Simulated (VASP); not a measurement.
Write the native input for VASP 6.6.1 that does the following.

```
Task                   : single point
Functional             : PBE
Potentials or basis    : VASP PAW PBE potentials, release 64 (Si, B)
Cutoff                 : 500 eV
k mesh                 : 6 × 6 × 4
Occupations            : gaussian, width 0.1 eV
Spin                   : no spin polarisation
Dipole correction      : no
Further INCAR settings : ALGO = Normal; EDIFF = 1e-06; NBANDS = 18
```

The structure of SiB5 lies in POSCAR:

```
SiB5
1.0
    2.8434464859      0.0000000000      0.0000000000
   -1.4217232430      2.4624968911      0.0000000000
    0.0000000000      0.0000000000      7.3292014450
Si B
1 5
Direct
    0.6666666667      0.3333333333      0.5000000000
    0.3333333333      0.6666666667      0.1247973127
    0.3333333333      0.6666666667      0.8752026873
    0.6666666667      0.3333333333      0.7764287891
    0.6666666667      0.3333333333      0.2235712109
    0.6666666667      0.3333333333      0.0000000000
```

These files were run (other wordings do the same):

INCAR

```
SYSTEM = SiB5
ALGO = Normal ; EDIFF = 1E-6
ENCUT = 500 ; GGA = PE
GGA_COMPAT = .False. ; ISIF = 2
ISMEAR = 0 ; LASPH = .True.
LCHARG = .False. ; LREAL = .False.
LWAVE = .False. ; NBANDS = 18
NELM = 120 ; PREC = Accurate
SIGMA = 0.1
```

KPOINTS

```
k-points
0
Gamma
  6 6 4
  0 0 0
```

Potentials or basis: VASP PAW PBE potentials, release 64 (Si, B).

The run is started by

```sh
$ cat potpaw_PBE.64/Si/POTCAR potpaw_PBE.64/B/POTCAR > POTCAR
$ mpirun -np 1 vasp_std > vasp.out
```

It gave:

```yaml
Pressure: -0.1 GPa
Largest_force: 0.165 eV/Å
```

Caveat: the k points lie up to 0.43 Å⁻¹ apart.

Run time: 8.7 s on 1 thread of Intel(R) Xeon(R) 6975P-C (Granite Rapids) (shared host), peak memory 0.16 GiB.
